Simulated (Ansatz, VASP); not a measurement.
## One calculation of SnO2, two programs

```
Sn O
1.0
     3.23058    0.00000    0.00000
    -1.61529    2.79776    0.00000
     0.00000    0.00000   10.79056
Sn O
2 4
Direct
  0.00000 0.00000 0.50000
  0.00000 0.00000 0.00000
  0.66667 0.33333 0.40586
  0.66667 0.33333 0.09414
  0.33333 0.66667 0.59414
  0.33333 0.66667 0.90586
```

Alike in both runs: task single point; functional PBEsol; k mesh 12 × 12 × 2; no spin polarisation.

|  | VASP | Ansatz |
| --- | --- | --- |
| version | VASP 6.6.1 | Ansatz 0.2.0 |
| potentials or method | VASP PAW PBE potentials, release 64 (Sn_d, O), cutoff 520 eV | plane waves, PAW |
| occupations | gaussian, width 0.01 eV | fixed |
| valence electrons in the cell | 52 | 52 |

Ansatz gave:

| Property | Result |
| --- | --- |
| gap on the k mesh at the Fermi level (eV) | 2.07 |

Q: Which values does VASP return?

A: gap on the k mesh at the Fermi level (eV): 2.05.

VASP's potentials were made for PBE, not for PBEsol.
